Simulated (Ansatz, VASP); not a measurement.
# GaH: VASP beside Ansatz

```
Ga H
1.0
     1.37932   -5.02016    0.02531
     1.37932    5.02016    0.02531
    -0.05715    0.00000    3.55948
Ga H
2 2
Cartesian
  1.3650 -3.8095 0.9152
  1.3365 3.8095 2.6949
  1.3365 -2.9882 2.6949
  1.3650 2.9882 0.9152
```

Alike in both runs: functional PBE; k mesh 14 × 14 × 10; occupations gaussian, width 0.1 eV; no spin polarisation.

Ansatz relaxed the structure, and its values are those at the end. VASP's run is a single point on that final structure, the one shown.

```csv
,VASP,Ansatz
version,VASP 6.6.1,Ansatz 0.2.0
potentials or method,"VASP PAW PBE potentials, release 64 (Ga_d, H), cutoff 520 eV","scalar-relativistic, plane waves, PAW"
valence electrons in the cell,28,28
```

|  | VASP | Ansatz | Ansatz less VASP |
| --- | --- | --- | --- |
| gap on the k mesh at the Fermi level (eV) | none | none | - |
| pressure (GPa) | 0.0 | -0.1 | -0.08 |
| rms of the force components (eV/Å) | 0.003 | 0.001 | -0.0018 |

A gap of «none» marks a metal or a gap that the smearing closes. The functional is the same, so the differences come from potentials, cutoffs and numerics.
